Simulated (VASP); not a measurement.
Crystal: Se.

```
Se
1.0
     4.29264    0.00000    0.00000
    -2.14632    3.71754    0.00000
     0.00000    0.00000    5.04086
Se
3
Direct
  0.22847 0.00000 0.33333
  0.00000 0.22847 0.66667
  0.77153 0.77153 0.00000
```

Base run:

| Quantity | Value |
| --- | --- |
| Program | VASP 6.6.1 |
| Functional | PBE |
| Potentials or basis | VASP PAW PBE potentials, release 64 (Se) |
| Cutoff | 520 eV |
| k mesh | 6 × 6 × 4 |
| Occupations | gaussian, width 0.01 eV |
| Spin | no spin polarisation |

Its results: band gap on the k mesh 0.83 eV (least direct gap 0.97 eV); pressure 2.4 GPa; largest force 0.332 eV/Å.

Question: The run is repeated on the same cell with these changes: functional from PBE to r2SCAN; k mesh from 6 × 6 × 4 to 12 × 12 × 6. What comes out?

Answer: Band gap on the k mesh 1.05 eV (least direct gap 1.23 eV); pressure 0.8 GPa; largest force 0.040 eV/Å.

Several settings changed at once.

Caveats: the PAW data sets were made with another functional, which shifts forces and pressure a little (at least some runs).

A k mesh can miss the band edges.
